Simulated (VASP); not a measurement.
**Be2TlSi2: relaxation of cell and atoms with PBE**

Be2TlSi2:

```xyz
5
Lattice="-2.0163 2.0163 4.9437 2.0163 -2.0163 4.9437 2.0163 2.0163 -4.9437" Properties=species:S:1:pos:R:3 pbc="T T T"
Be    2.0163    0.0000    2.4718
Be    0.0000    2.0163    2.4718
Tl    0.0000    0.0000    0.0000
Si    0.0000    0.0000    6.1658
Si    0.0000    0.0000    3.7215
```

```yaml
Program: VASP 6.6.1
Task: relaxation of cell and atoms
Functional: PBE
Potentials_or_basis: VASP PAW PBE potentials, release 64 (Be, Tl_d, Si)
Cutoff: 600 eV
k_mesh: 14 × 14 × 14
Occupations: gaussian, width 0.1 eV
Spin: no spin polarisation
Dipole_correction: no
Further_INCAR_settings: ALGO = Fast; EDIFF = 1e-06; IBRION = 2; EDIFFG = -0.01; NSW = 100; ISIF = 3
```

```json
{
 "Relaxed volume": "16.10 Å³/atom",
 "Relaxed cell": "a = 5.712 Å, b = 5.712 Å, c = 5.712 Å, α = 138.65°, β = 138.65°, γ = 59.91°",
 "Space group after relaxing (to 0.1 Å)": "I4/mmm (No. 139)",
 "Energy gained by relaxing": "0.0 meV/atom",
 "Ionic steps": "2",
 "Pressure after relaxing": "0.0 GPa",
 "Band gap on the k mesh": "zero (an odd number of electrons rules out a gap without spin polarisation)"
}
```

Final structure:
```
Be Tl Si
1.0
    -2.01674    2.01674    4.94878
     2.01674   -2.01674    4.94878
     2.01674    2.01674   -4.94878
Be Tl Si
2 1 2
Cartesian
  2.0167 0.0000 2.4744
  0.0000 2.0167 2.4744
  2.0167 2.0167 4.9488
  0.0000 0.0000 6.1722
  0.0000 0.0000 3.7253
```

Levels at points of the mesh, in eV from the Fermi level:
| k point | band 10 | band 11 | band 12 | band 13 | band 14 | band 15 | band 16 |
| --- | --- | --- | --- | --- | --- | --- | --- |
| (0.00, 0.00, 0.00) | -2.09 | -2.09 | -1.10 | -1.10 | -0.14 | 1.34 | 1.99 |
| (0.50, 0.00, 0.00) | -1.28 | -0.99 | -0.61 | -0.11 | 1.00 | 2.20 | 3.13 |
| (0.50, 0.50, 0.00) | -4.33 | -3.93 | -2.54 | -0.94 | -0.17 | 1.13 | 5.15 |
| (0.50, 0.50, 0.50) | -3.21 | -0.62 | 0.90 | 1.91 | 1.91 | 2.16 | 2.84 |

Wall time 15 min on 1 thread of Intel Xeon 8259CL, on a shared host, peak memory 0.66 GiB.

Caveat: spin-orbit coupling is left out, which moves the levels of the heavy elements.
